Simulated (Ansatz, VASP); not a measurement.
# CdSe: VASP beside Ansatz

```
Cd Se
1.0
     0.00000    3.00397    3.00397
     3.00397    0.00000    3.00397
     3.00397    3.00397    0.00000
Cd Se
1 1
Direct
  0.00000 0.00000 0.00000
  0.25000 0.25000 0.25000
```

Alike in both runs: functional LDA; k mesh 10 × 10 × 10; occupations gaussian, width 0.01 eV; no spin polarisation.

Ansatz relaxed the structure, and its values are those at the end. VASP's run is a single point on that final structure, the one shown.

```csv
,VASP,Ansatz
version,VASP 6.6.1,Ansatz 0.2.0
potentials or method,"VASP PAW LDA potentials, release 64 (Cd, Se), cutoff 520 eV","scalar-relativistic, plane waves, PAW"
valence electrons in the cell,18,36
```

```csv
,VASP,Ansatz,Ansatz less VASP
gap on the k mesh at the Fermi level (eV),0.44,0.41,-0.033
least direct gap on the mesh (eV),0.44,0.41,-0.033
pressure (GPa),0.5,0.0,-0.49
```

Ansatz warns that its potentials were made for another functional, while VASP's fit it. LDA's correlation is that of Perdew and Zunger in VASP and of Perdew and Wang (1992) in Ansatz. VASP's potentials hold 18 valence electrons a cell and Ansatz's 36, so a difference there can come from the potentials and not from the codes.
